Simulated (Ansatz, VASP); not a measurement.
# Two plane-wave programs on Ga

```
Ga
1.0
     1.37255   -3.97431   -0.01598
     1.37255    3.97431   -0.01598
    -0.15523    0.00000    3.29548
Ga
2
Direct
  0.86625 0.13375 0.25000
  0.13375 0.86625 0.75000
```

Alike in both runs: functional PBEsol; k mesh 16 × 16 × 12; occupations fermi-dirac, width 0.15 eV; no spin polarisation.

Ansatz relaxed the structure, and its values are those at the end. VASP's run is a single point on that final structure, the one shown.

|  | VASP | Ansatz |
| --- | --- | --- |
| version | VASP 6.6.1 | Ansatz 0.2.0 |
| potentials or method | VASP PAW PBE potentials, release 64 (Ga_d), cutoff 520 eV | scalar-relativistic, plane waves, PAW |
| valence electrons in the cell | 26 | 26 |

|  | VASP | Ansatz | Ansatz less VASP |
| --- | --- | --- | --- |
| gap on the k mesh at the Fermi level (eV) | none | none | - |
| pressure (GPa) | 0.1 | 0.0 | -0.11 |

VASP's potentials were made for PBE, not for PBEsol. A gap of «none» marks a metal or a gap that the smearing closes.
